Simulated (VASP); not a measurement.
InSe, 4 atoms in the cell. The structure is trigonal, space group R3m (No. 160). The conventional cell has a = 4.057 Å, b = 4.057 Å, c = 26.654 Å, α = 90.00°, β = 90.00°, γ = 120.00°. Within 3.5 Å of In (site symmetry 3m) lie 3 Se at 2.66 Å and 1 In at 2.80 Å. In (site symmetry 3m) has 3 Se at 2.66 Å and 1 In at 2.80 Å within 3.5 Å. Se (site symmetry 3m) has 3 In at 2.66 Å within 3.5 Å. Se (site symmetry 3m) has 3 In at 2.66 Å within 3.5 Å. 

| Quantity | Value |
| --- | --- |
| Program | VASP 6.6.1 |
| Task | single point |
| Functional | r2SCAN |
| Potentials or basis | VASP PAW PBE potentials, release 64 (In_d, Se) |
| Cutoff | 520 eV |
| k mesh | 9 × 9 × 9 |
| Occupations | gaussian, width 0.02 eV |
| Spin | no spin polarisation |
| Dipole correction | no |
| Further INCAR settings | ALGO = Normal; EDIFF = 1e-06; NBANDS = 27 |

Potentials or basis: VASP PAW PBE potentials, release 64 (In_d, Se).

Launch:

```sh
$ cat potpaw_PBE.64/In_d/POTCAR potpaw_PBE.64/Se/POTCAR > POTCAR
$ cp INCAR.step1 INCAR
$ mpirun -np 1 vasp_std > vasp.out
$ cp INCAR.step2 INCAR
$ mpirun -np 1 vasp_std > vasp.out
```

Hardware: 1 thread of Intel(R) Xeon(R) 6975P-C (Granite Rapids), on a shared host.

Estimate the wall time of this run.

It took 66 min on 1 thread of Intel(R) Xeon(R) 6975P-C (Granite Rapids), with other jobs on the host, peak memory 0.91 GiB. Counts: k points 85.
